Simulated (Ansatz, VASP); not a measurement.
# Two plane-wave programs on Na2Cl3

INCAR

```
SYSTEM = Na2Cl3
PREC = Accurate
ENCUT = 600
EDIFF = 1E-6
ISMEAR = 0
SIGMA = 0.1
LREAL = .FALSE.
LASPH = .TRUE.
NELM = 100
ALGO = Normal
ISIF = 3
LWAVE = .FALSE.
LCHARG = .FALSE.
GGA = PE
IBRION = 2
NSW = 90
EDIFFG = -0.04
```

The input KPOINTS:

```
regular mesh
0
G
  4 4 4
  0 0 0
```

POSCAR

```
Na2Cl3
1.0
    4.2645204900      0.0000000000      0.0000000000
    0.0000000000      4.2645204900      0.0000000000
    0.0000000000      0.0000000000      6.9675402700
Na Cl
2 3
Direct
    0.0000000000      0.0000000000      0.6819930200
    0.0000000000      0.0000000000      0.3180069800
    0.0000000000      0.0000000000      0.0000000000
    0.0000000000      0.5000000000      0.5000000000
    0.5000000000      0.0000000000      0.5000000000
```

Input for Ansatz:

```yaml
crystal:
  lattice:
    - [4.26452049, 0.0, 0.0]
    - [0.0, 4.26452049, 0.0]
    - [0.0, 0.0, 6.96754027]
  atoms:
    - { symbol: Na, position: [0.0, 0.0, 0.68199302] }
    - { symbol: Na, position: [0.0, 0.0, 0.31800698] }
    - { symbol: Cl, position: [0.0, 0.0, 0.0] }
    - { symbol: Cl, position: [0.0, 0.5, 0.5] }
    - { symbol: Cl, position: [0.5, 0.0, 0.5] }
basis:
  ecutwfc: 420
kpoints:
  mp_grid: { grid: [4, 4, 4] }
hamiltonian:
  xc: pbe
scf:
  occupations: { method: gaussian, width: 0.1 }
  lower_state_search: "off"
output:
  forces: true
  stress: true
  eigenvalues: true
relax:
  adjacent_minimum: "off"
  f_tol: 0.04
  max_steps: 70
  cell: { stress_tol: 0.4 }
```

Alike in both runs: task relaxation of cell and atoms; functional PBE; k mesh 4 × 4 × 4; occupations gaussian, width 0.1 eV; no spin polarisation.

|  | VASP | Ansatz |
| --- | --- | --- |
| version | VASP 6.6.1 | Ansatz 0.2.0 |
| potentials or method | VASP PAW PBE potentials, release 64 (Na_pv, Cl), cutoff 600 eV | scalar-relativistic, plane waves, PAW |
| valence electrons in the cell | 35 | 39 |

Ansatz gave:

```
gap on the k mesh at the Fermi level, each at its own relaxed structure (eV) : none
relaxed volume (Å³/atom)                                                     : 35.91
relaxed cell length with the largest relative difference (Å)                 : 8.526
```

**Question.** Which values does VASP return?

**Answer.** gap on the k mesh at the Fermi level, each at its own relaxed structure (eV): none; relaxed volume (Å³/atom): 36.14; relaxed cell length with the largest relative difference (Å): 8.550.

A gap of «none» marks a metal or a gap that the smearing closes. VASP's potentials hold 35 valence electrons a cell and Ansatz's 39, so a difference there can come from the potentials and not from the codes.

The k mesh is coarse, so the values compare programs but aren't converged. Noted on VASP's run: the volume moved by over 15 % at a fixed basis, so the end points are rough.
